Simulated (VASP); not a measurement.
# LaTlO2 (I4_1/amd) in VASP: further runs, part 3 of 3

VASP 6.6.1. Earlier steps stand in the parts before.

### Step 5. Single point, PBE (19.98 Å³/atom)

This run uses another cell than the first one, of 19.98 Å³/atom.

The input, INCAR:

```
SYSTEM = LaTlO2
ALGO = Normal
EDIFF = 1E-6
ENCUT = 520
GGA = PE
ISIF = 2
ISMEAR = 0
LASPH = .TRUE.
LCHARG = .FALSE.
LREAL = .FALSE.
LWAVE = .FALSE.
NBANDS = 46
NELM = 100
PREC = Accurate
SIGMA = 0.01
```

The input, KPOINTS:

```
k-points
0
G
  6 6 6
  0 0 0
```

The input, POSCAR:

```
LaTlO2
1.0
   -2.5914353893      2.5914353893      5.9498443502
    2.5914353893     -2.5914353893      5.9498443502
    2.5914353893      2.5914353893     -5.9498443502
Tl O La
2 4 2
Direct
    0.7500000000      0.2500000000      0.5000000000
    0.0000000000      0.0000000000      0.0000000000
    0.4520396072     -0.0479603928      0.5000000000
    0.7020396072      0.7020396072      0.0000000000
    0.0479603928      0.5479603928      0.5000000000
    0.2979603928      0.2979603928      0.0000000000
    0.2500000000      0.7500000000      0.5000000000
    0.5000000000      0.5000000000      0.0000000000
```

Potentials or basis: VASP PAW PBE potentials, release 64 (Tl_d, O, La).

Run with:

```
> cat potpaw_PBE.64/Tl_d/POTCAR potpaw_PBE.64/O/POTCAR potpaw_PBE.64/La/POTCAR > POTCAR
> mpirun -np 1 vasp_std > vasp.out
```

OUTCAR:

```text
SYSTEM = LaTlO2
   EDIFF = 1E-6
   ENCUT = 520
   GGA = PE
   ISIF = 2
   ISMEAR = 0
   LASPH = .TRUE.
   LREAL = .FALSE.
   NELM = 100
   PREC = Accurate

 ion  position               nearest neighbor table
   1  0.750  0.250  0.500-   6 2.65   4 2.65   6 2.65   4 2.65   7 3.66   7 3.66   7 3.66   7 3.66
                             2 3.95   2 3.95   2 3.95   2 3.95
   2  0.000  0.000  0.000-   5 2.65   3 2.65   5 2.65   3 2.65   8 3.66   8 3.66   8 3.66   8 3.66
                             1 3.95   1 3.95   1 3.95   1 3.95
   3  0.452  0.952  0.500-   7 2.40   8 2.65   2 2.65   2 2.65   8 2.65
[... 1399 lines left out ...]
  in kB      -24.1663150    -24.1663150    -28.5427762      0.0000000      0.0000000      0.0000000
  external PRESSURE =     -25.6251354 kB  Pullay stress =       0.0000000 kB

 VOLUME and BASIS-vectors are now :
 -----------------------------------------------------------------------------
  energy-cutoff  :      520.00
  volume of cell :      159.83
      direct lattice vectors                 reciprocal lattice vectors
    -2.591435389  2.591435389  5.949844350     0.000000000  0.192943263  0.084035812
     2.591435389 -2.591435389  5.949844350     0.192943263  0.000000000  0.084035812
     2.591435389  2.591435389 -5.949844350     0.192943263  0.192943263  0.000000000

 POSITION                                       TOTAL-FORCE (eV/Angst)
 -----------------------------------------------------------------------------------
      0.00000      2.59144      2.97492         0.000000      0.000000      0.000000
      0.00000      0.00000      0.00000         0.000000      0.000000      0.000000
      2.59144     -0.00000      5.37913        -0.000000      0.000000     -0.111541
      0.00000      0.00000      8.35405         0.000000     -0.000000     -0.111541
      2.59144      0.00000      0.57071        -0.000000      0.000000      0.111541
      0.00000      0.00000      3.54564         0.000000     -0.000000      0.111541
      2.59144      0.00000      2.97492         0.000000      0.000000      0.000000
      0.00000      0.00000      5.94984         0.000000      0.000000      0.000000
 -----------------------------------------------------------------------------------
    total drift:                               -0.000000     -0.000000      0.000000

  FREE ENERGIE OF THE ION-ELECTRON SYSTEM (eV)
  ---------------------------------------------------
  free  energy   TOTEN  =       -51.4475624426 eV

  energy  without entropy=      -51.4475624426  energy(sigma->0) =      -51.44756244
```

OSZICAR:

```text
N       E                     dE             d eps       ncg     rms          rms(c)
DAV:   1     0.928045541287E+03    0.92805E+03   -0.29778E+04  2840   0.221E+03
DAV:   2     0.202511570828E+03   -0.72553E+03   -0.65667E+03  2990   0.449E+02
DAV:   3    -0.453122370007E+01   -0.20704E+03   -0.19773E+03  3722   0.230E+02
DAV:   4    -0.567647047303E+02   -0.52233E+02   -0.48622E+02  4800   0.875E+01
DAV:   5    -0.613641608586E+02   -0.45995E+01   -0.45886E+01  4600   0.296E+01    0.179E+01
DAV:   6    -0.517657502307E+02    0.95984E+01   -0.83928E+01  3928   0.395E+01    0.109E+01
DAV:   7    -0.515876526554E+02    0.17810E+00   -0.13035E+01  4984   0.256E+01    0.499E+00
DAV:   8    -0.515099825188E+02    0.77670E-01   -0.24175E+00  4384   0.815E+00    0.181E+00
DAV:   9    -0.514411888949E+02    0.68794E-01   -0.73887E-01  4656   0.422E+00    0.492E-01
DAV:  10    -0.514467984887E+02   -0.56096E-02   -0.10012E-01  4416   0.149E+00    0.223E-01
DAV:  11    -0.514472230314E+02   -0.42454E-03   -0.11357E-02  5008   0.624E-01    0.128E-01
DAV:  12    -0.514474970465E+02   -0.27402E-03   -0.22696E-03  4288   0.215E-01    0.362E-02
DAV:  13    -0.514475753836E+02   -0.78337E-04   -0.37981E-04  5088   0.995E-02    0.334E-02
DAV:  14    -0.514475625624E+02    0.12821E-04   -0.96408E-05  4184   0.397E-02    0.113E-02
DAV:  15    -0.514475625727E+02   -0.10326E-07   -0.12303E-05  4376   0.200E-02    0.212E-03
DAV:  16    -0.514475624426E+02    0.13016E-06   -0.73265E-07  2648   0.687E-03
   1 F= -.51447562E+02 E0= -.51447562E+02  d E =-.883601E-53
```

It took 16 min on 1 thread of Oxide Virtual Turin-like, shared host; peak memory 0.5 GiB.

Results:

```
Free energy            : -51.4476 eV
Pressure               : -2.6 GPa
Largest force          : 0.112 eV/Å
Band gap on the k mesh : 1.10 eV (least direct gap 1.49 eV)
```

Forces on the atoms (eV/Å):
```
Tl   0.000  0.000  0.000
Tl   0.000  0.000  0.000
O    0.000  0.000 -0.112
O    0.000  0.000 -0.112
O    0.000  0.000  0.112
O    0.000  0.000  0.112
La   0.000  0.000  0.000
La   0.000  0.000  0.000
```

Levels at points of the mesh, in eV from the valence-band top:
```
           k point  band 33  band 34  band 35  band 36  band 37  band 38  band 39  band 40
(0.00, 0.00, 0.00)    -2.61    -2.10    -2.02    -2.02     1.10     2.35     2.72     2.73
(0.50, 0.00, 0.00)    -2.06    -1.95    -1.08    -0.94     1.30     2.07     2.23     2.77
(0.50, 0.50, 0.00)    -1.98    -1.98    -0.02    -0.02     1.61     1.61     2.56     2.56
(0.50, 0.50, 0.50)    -1.96    -1.96    -1.72    -1.72     2.60     2.60     2.60     2.60
```

Caveat: spin-orbit coupling is left out, which moves the levels of the heavy elements. A k mesh can miss the band edges.

### Step 6. Overview

| cell | gap on the mesh (eV) | pressure (GPa) | largest force (eV/Å) |
| --- | --- | --- | --- |
| a = 6.778 Å, angles 136.5, 136.5, 63.3°, 8 atoms | 0.86 | 5.9 | 0.25 |
| a = 6.850 Å, angles 136.5, 136.5, 63.3°, 8 atoms | 0.95 | 2.6 | 0.11 |
| a = 6.919 Å, angles 136.5, 136.5, 63.3°, 8 atoms | 1.03 | -0.2 | - |
| a = 6.988 Å, angles 136.5, 136.5, 63.3°, 8 atoms | 1.10 | -2.6 | 0.11 |

Alike in all rows: task single point; level PBE; potentials or basis VASP PAW PBE potentials, release 64 (Tl_d, O, La); no spin polarisation; k mesh 6 × 6 × 6; cutoff (eV) 520; smearing gaussian 0.01 eV.

Caveats: spin-orbit coupling is left out, which moves the levels of the heavy elements; the cell stands under pressure (at least some runs).

Absolute energies hang on the potentials; compare differences alone.
